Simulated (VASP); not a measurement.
# WC (Fm-3m) in VASP: further runs

The runs below take WC through single point, with r2SCAN.

Everything below comes from runs of VASP 6.6.1. Logs are shortened: lines on timing, memory, paths and dates and some standing lists are left out, and cuts for length are marked.

## Step 1: The cell of the first run

It takes space group Fm-3m (No. 225, cubic). The conventional cell has a = 4.326 Å, b = 4.326 Å, c = 4.326 Å, α = 90.00°, β = 90.00°, γ = 90.00°. W (site symmetry m-3m) has 6 C at 2.16 Å within 2.9 Å. Within 2.9 Å of C (site symmetry m-3m) lie 6 W at 2.16 Å.

## Step 2: Single point, r2SCAN

Contents of POSCAR:

```
WC
1.0
    0.0000000000      2.1630495024      2.1630495024
    2.1630495024      0.0000000000      2.1630495024
    2.1630495024      2.1630495024      0.0000000000
W C
1 1
Direct
    0.0000000000      0.0000000000      0.0000000000
    0.5000000000      0.5000000000      0.5000000000
```

Contents of INCAR.step1:

```
SYSTEM = WC
  PREC = Accurate
  ENCUT = 520
  ISMEAR = 0
  SIGMA = 0.05
  LREAL = .FALSE.
  LASPH = .TRUE.
  NELM = 60
  NBANDS = 16
  GGA = PE
  ALGO = Normal
  EDIFF = 1E-4
  LWAVE = .TRUE.
  LCHARG = .FALSE.
```

Contents of INCAR.step2:

```
SYSTEM = WC
  PREC = Accurate
  ENCUT = 520
  EDIFF = 1E-7
  ISMEAR = 0
  SIGMA = 0.05
  LREAL = .FALSE.
  LASPH = .TRUE.
  NELM = 60
  ALGO = Normal
  ISIF = 2
  LWAVE = .FALSE.
  LCHARG = .TRUE.
  METAGGA = R2SCAN
  LMIXTAU = .TRUE.
  LELF = .TRUE.
  LVHAR = .TRUE.
  NBANDS = 16
  ISTART = 1
```

Contents of KPOINTS:

```
regular mesh
0
G
  11 11 11
  0 0 0
```

Potentials or basis: VASP PAW PBE potentials, release 64 (W_sv, C).

On the command line:

```sh
$ cat potpaw_PBE.64/W_sv/POTCAR potpaw_PBE.64/C/POTCAR > POTCAR
$ cp INCAR.step1 INCAR
$ mpirun -np 1 vasp_std > vasp.out
$ cp INCAR.step2 INCAR
$ mpirun -np 1 vasp_std > vasp.out
```

OUTCAR:

```text
SYSTEM = WC
   PREC = Accurate
   ENCUT = 520
   EDIFF = 1E-7
   ISMEAR = 0
   LREAL = .FALSE.
   LASPH = .TRUE.
   NELM = 60
   ISIF = 2
   METAGGA = R2SCAN
   ISTART = 1

 ion  position               nearest neighbor table
   1  0.000  0.000  0.000-   2 2.16   2 2.16   2 2.16   2 2.16   2 2.16   2 2.16
   2  0.500  0.500  0.500-   1 2.16   1 2.16   1 2.16   1 2.16   1 2.16   1 2.16

  LATTYP: Found a face centered cubic cell.
 ALAT       =     4.3260990048

  Lattice vectors:

 A1 = (   0.0000000000,   2.1630495024,   2.1630495024)
 A2 = (   2.1630495024,   0.0000000000,   2.1630495024)
 A3 = (   2.1630495024,   2.1630495024,   0.0000000000)

Analysis of symmetry for initial positions (statically):
=====================================================================
 Subroutine PRICEL returns:
 Original cell was already a primitive cell.

 Routine SETGRP: Setting up the symmetry group for a
 face centered cubic supercell.

 Subroutine GETGRP returns: Found 48 space group operations
 (whereof 48 operations were pure point group operations)
 out of a pool of 48 trial point group operations.

The static configuration has the point symmetry O_h .

Analysis of symmetry for dynamics (positions and initial velocities):
=====================================================================
 Subroutine PRICEL returns:
 Original cell was already a primitive cell.

 Routine SETGRP: Setting up the symmetry group for a
 face centered cubic supercell.

 Subroutine GETGRP returns: Found 48 space group operations
 (whereof 48 operations were pure point group operations)
 out of a pool of 48 trial point group operations.

The dynamic configuration has the point symmetry O_h .

 Subroutine INISYM returns: Found 48 space group operations
 (whereof 48 operations are pure point group operations),
 and found     1 'primitive' translations

----------------------------------------------------------------------------------------

                                     Primitive cell

  volume of cell :      20.2409

  direct lattice vectors                    reciprocal lattice vectors
     0.000000000  2.163049502  2.163049502    -0.231155135  0.231155135  0.231155135
     2.163049502  0.000000000  2.163049502     0.231155135 -0.231155135  0.231155135
     2.163049502  2.163049502  0.000000000     0.231155135  0.231155135 -0.231155135

  length of vectors
     3.059013942  3.059013942  3.059013942     0.400372438  0.400372438  0.400372438

  position of ions in fractional coordinates (direct lattice)
     0.000000000  0.000000000  0.000000000
     0.500000000  0.500000000  0.500000000

  ion indices of the primitive-cell ions
   primitive index   ion index
                 1           1
                 2           2

----------------------------------------------------------------------------------------

 KPOINTS: regular mesh

Automatic generation of k-mesh.
 Grid dimensions read from file:
 generate k-points for:   11   11   11

 Generating k-lattice:

  Cartesian coordinates                     Fractional coordinates (reciprocal lattice)
    -0.021014103  0.021014103  0.021014103     0.090909091  0.000000000  0.000000000
     0.021014103 -0.021014103  0.021014103     0.000000000  0.090909091  0.000000000
     0.021014103  0.021014103 -0.021014103     0.000000000  0.000000000  0.090909091

  Length of vectors
     0.036397494  0.036397494  0.036397494

  Shift w.r.t. Gamma in fractional coordinates (k-lattice)
     0.000000000  0.000000000  0.000000000

 Subroutine IBZKPT returns following result:
 ===========================================

 Found     56 irreducible k-points:

 Following reciprocal coordinates:
            Coordinates               Weight
  0.000000  0.000000  0.000000      1.000000
  0.090909  0.000000  0.000000      8.000000
  0.181818  0.000000  0.000000      8.000000
  0.272727  0.000000  0.000000      8.000000
  0.363636  0.000000  0.000000      8.000000
  0.454545  0.000000  0.000000      8.000000
[... 16 lines left out ...]
 -0.272727  0.181818  0.000000     24.000000
 -0.181818  0.181818  0.000000     12.000000
 [... further k-points ...]
   k-points           NKPTS =     56   k-points in BZ     NKDIM =     56   number of bands    NBANDS=     16
   number of dos      NEDOS =    301   number of ions     NIONS =      2
   total plane-waves  NPLWV =  13824
   dimension x,y,z NGX =    24 NGY =   24 NGZ =   24
   dimension x,y,z NGXF=    48 NGYF=   48 NGZF=   48
   ions per type =               1   1
   NGX,Y,Z   is equivalent  to a cutoff of  13.04, 13.04, 13.04 a.u.
   NGXF,Y,Z  is equivalent  to a cutoff of  26.09, 26.09, 26.09 a.u.
 SYSTEM =  WC
   PREC   = accura    normal or accurate (medium, high low for compatibility)
   ISTART =      1    job   : 0-new  1-cont  2-samecut
   ICHARG =      0    charge: 1-file 2-atom 10-const
   ISPIN  =      1    spin polarized calculation?
   LNONCOLLINEAR =      F non collinear calculations
   LSORBIT =      F    spin-orbit coupling
   LASPH  =      T    aspherical Exc in radial PAW
   ENCUT  =  520.0 eV  38.22 Ry    6.18 a.u.   5.69  5.69  5.69*2*pi/ulx,y,z
   NELM   =     60;   NELMIN=  2; NELMDL=  0     # of ELM steps
   EDIFF  = 0.1E-06   stopping-criterion for ELM
   LREAL  =      F    real-space projection
   EDIFFG = 0.1E-05   stopping-criterion for IOM
   NSW    =      0    number of steps for IOM
   IBRION =     -1    ionic relax: 0-MD 1-quasi-New 2-CG
   NFREE  =      0    steps in history (QN), initial steepest desc. (CG)
   ISIF   =      2    stress and relaxation
   ISYM   =      2    0-nonsym 1-usesym 2-fastsym
   POTIM  = 0.5000    time-step for ionic-motion
   TEBEG  =    0.0;   TEEND  =   0.0 temperature during run
   PSTRESS=    0.0 pullay stress
   NELECT =      18.0000    total number of electrons
   NUPDOWN=      -1.0000    fix difference up-down
   EMIN   =  10.00;   EMAX   =-10.00  energy-range for DOS
   EFERMI =   0.00;   METHOD = LEGACY
   ISMEAR =     0;   SIGMA  =   0.05  broadening in eV -4-tet -1-fermi 0-gaus
   EFERMI_NEDOS =   21; number of points for ismear=-14 and -15
   IALGO  =     38    algorithm
   IMIX   =      4    mixing-type and parameters
     AMIX     =   0.40;   BMIX     =  1.00
     AMIX_MAG =   1.60;   BMIX_MAG =  1.00
  volume/ion in A,a.u.               =      10.12        68.30
  Fermi-wavevector in a.u.,A,eV,Ry     =   1.574306  2.975007 33.721224  2.478440
  Thomas-Fermi vector in A             =   2.675460
   LORBIT       =      0    0 simple, 1 ext, 2 COOP (PROOUT), +10 PAW based schemes
   METAGGA = R2SCAN    functional components
   LHFCALC =     F    Hartree Fock is set to
   AEXX    =    0.0000 exact exchange contribution
   IVDW    =     0    specifies the selected vdW correction
   LEPSILON=     F    determine dielectric tensor
   LRPA    =     F    only Hartree local field effects (RPA)
 non-spin polarized calculation
 Gauss-broadening in eV      SIGMA  =   0.05
  energy-cutoff  :      520.00
  volume of cell :       20.24
 maximum number of plane-waves:       556
   NGX = 11   NGY = 11   NGZ = 11

 number of electron      17.9999999 magnetization

 Free energy of the ion-electron system (eV)
  ---------------------------------------------------
  ext. energy  EPLUGINS =         0.00000000
  ---------------------------------------------------
  free energy    TOTEN  =       -60.58703496 eV

  energy without entropy =      -60.58586813  energy(sigma->0) =      -60.58645154

 E-fermi :  13.0541     XC(G=0): -15.1171

 val. band max:       13.0323586208   @ k =  -0.2727   0.4545   0.1818
 cond. band min:      13.0959053338   @ k =   0.4545   0.0909   0.0000
 fundamental gap:      0.0635467130
 Fermi energy:        13.0540577943

 k-point     1 :       0.0000    0.0000    0.0000
  band No.  band energies     occupation
      1     -64.3977      2.00000
      2     -27.7262      2.00000
      3     -27.7262      2.00000
      4     -27.7262      2.00000
      5      -4.0402      2.00000
      6      10.0370      2.00000
[... 8 lines left out ...]
     15      23.5708      0.00000
     16      37.6398      0.00000

 k-point     2 :       0.0909    0.0000    0.0000
  band No.  band energies     occupation
      1     -64.3937      2.00000
      2     -27.7870      2.00000
      3     -27.7324      2.00000
      4     -27.7324      2.00000
      5      -3.7878      2.00000
      6       9.1748      2.00000
[... 8 lines left out ...]
     15      24.1436      0.00000
     16      35.4603      0.00000

 k-point     3 :       0.1818    0.0000    0.0000
  band No.  band energies     occupation
      1     -64.3829      2.00000
      2     -27.9471      2.00000
      3     -27.7490      2.00000
      4     -27.7490      2.00000
      5      -3.0694      2.00000
      6       7.5738      2.00000
[... 8 lines left out ...]
     15      25.5012      0.00000
     16      32.6000      0.00000

 k-point     4 :       0.2727    0.0000    0.0000
  band No.  band energies     occupation
      1     -64.3687      2.00000
      2     -28.1510      2.00000
      3     -27.7706      2.00000
      4     -27.7706      2.00000
      5      -1.9894      2.00000
      6       5.8597      2.00000
[... 8 lines left out ...]
     15      26.5505      0.00000
     16      30.5033      0.00000
[... 324 lines left out ...]
 k-point    22 :      -0.3636    0.1818    0.0000
  band No.  band energies     occupation
      1     -64.3431      2.00000
      2     -28.3428      2.00000
      3     -27.9649      2.00000
      4     -27.8208      2.00000
      5       0.0081      2.00000
      6       3.5725      2.00000
[... 8 lines left out ...]
     15      26.4013      0.00000
     16      27.6249      0.00000

 k-point    23 :      -0.2727    0.1818    0.0000
  band No.  band energies     occupation
      1     -64.3518      2.00000
      2     -28.2465      2.00000
      3     -27.9481      2.00000
      4     -27.7878      2.00000
      5      -0.7681      2.00000
      6       4.3653      2.00000
[... 8 lines left out ...]
     15      26.6644      0.00000
     16      27.6549      0.00000

 k-point    24 :      -0.1818    0.1818    0.0000
  band No.  band energies     occupation
      1     -64.3639      2.00000
      2     -28.1278      2.00000
      3     -27.8893      2.00000
      4     -27.7596      2.00000
      5      -1.7386      2.00000
      6       5.5287      2.00000
[... 8 lines left out ...]
     15      26.8186      0.00000
     16      28.0026      0.00000

 [... further k-points ...]

------------------------ aborting loop because EDIFF is reached ----------------------------------------

  FORCE on cell =-STRESS in cart. coord.  units (eV):
  Direction    XX          YY          ZZ          XY          YZ          ZX
  --------------------------------------------------------------------------------------
  -------------------------------------------------------------------------------------
  Total        1.6098820      1.6098820      1.6098820      0.0000000      0.0000000     -0.0000000
  in kB      127.4310464    127.4310464    127.4310464      0.0000000      0.0000000     -0.0000000
  external PRESSURE =     127.4310464 kB  Pullay stress =       0.0000000 kB

 VOLUME and BASIS-vectors are now :
 -----------------------------------------------------------------------------
  energy-cutoff  :      520.00
  volume of cell :       20.24
      direct lattice vectors                 reciprocal lattice vectors
     0.000000000  2.163049502  2.163049502    -0.231155135  0.231155135  0.231155135
     2.163049502  0.000000000  2.163049502     0.231155135 -0.231155135  0.231155135
     2.163049502  2.163049502  0.000000000     0.231155135  0.231155135 -0.231155135

 POSITION                                       TOTAL-FORCE (eV/Angst)
 -----------------------------------------------------------------------------------
      0.00000      0.00000      0.00000         0.000000      0.000000      0.000000
      2.16305      2.16305      2.16305        -0.000000     -0.000000     -0.000000
 -----------------------------------------------------------------------------------
    total drift:                                0.000000     -0.000000     -0.000000

  FREE ENERGIE OF THE ION-ELECTRON SYSTEM (eV)
  ---------------------------------------------------
  free  energy   TOTEN  =       -60.5870349614 eV

  energy  without entropy=      -60.5858681257  energy(sigma->0) =      -60.58645154
```

It took 29 s on 1 thread of Intel Xeon 6975P-C (Granite Rapids), shared host; peak memory 0.15 GiB.

What came out:

```
Free energy            : -60.5870 eV
Pressure               : 12.7 GPa
Band gap on the k mesh : zero (bands 9 and 10 overlap by 3.41 eV)
```

Caveat: the cell stands under pressure; the PAW data sets were made with another functional, which shifts forces and pressure a little; spin-orbit coupling is left out, which moves the levels of the heavy elements.

(Part 1 of 2 ends here.)
